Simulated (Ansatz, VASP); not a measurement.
# MnSi in VASP and in Ansatz

```xyz
8
Lattice="4.6634 0.0000 0.0000 0.0000 4.6634 0.0000 0.0000 0.0000 4.6634" Properties=species:S:1:pos:R:3 pbc="T T T"
Mn    0.6199    0.6199    0.6199
Mn    1.7118    4.0435    2.9516
Mn    2.9516    1.7118    4.0435
Mn    4.0435    2.9516    1.7118
Si    3.9355    3.9355    3.9355
Si    3.0597    0.7280    1.6038
Si    1.6038    3.0597    0.7280
Si    0.7280    1.6038    3.0597
```

Alike in both runs: functional PBE; k mesh 8 × 8 × 8; occupations gaussian, width 0.1 eV; collinear spin.

Ansatz relaxed the structure, and its values are those at the end. VASP's run is a single point on that final structure, the one shown.

|  | VASP | Ansatz |
| --- | --- | --- |
| version | VASP 6.6.1 | Ansatz 0.2.0 |
| potentials or method | VASP PAW PBE potentials, release 64 (Mn_pv, Si), cutoff 520 eV | scalar-relativistic, plane waves, PAW |
| valence electrons in the cell | 68 | 76 |

Ansatz gave:

| Quantity | Value |
| --- | --- |
| gap on the k mesh at the Fermi level (eV) | none |
| pressure (GPa) | -15.9 |
| rms of the force components (eV/Å) | 0.000 |
| net moment per atom (μB) | 0.51 |
| size of the moment on the site where the two differ most (μB) | 1.05 |

**Question.** Which values does VASP return?

**Answer.** gap on the k mesh at the Fermi level (eV): none; pressure (GPa): -15.9; rms of the force components (eV/Å): 0.005; net moment per atom (μB): 0.51; size of the moment on the site where the two differ most (μB): 1.10.

Site moments also hang on the region over which each program counts them. A gap of «none» marks a metal or a gap that the smearing closes. With one functional, cell and mesh, what is left measures potentials, basis and numerics. VASP's potentials hold 68 valence electrons a cell and Ansatz's 76, so a difference there can come from the potentials and not from the codes. Ansatz's warnings: stress scf threshold loose.
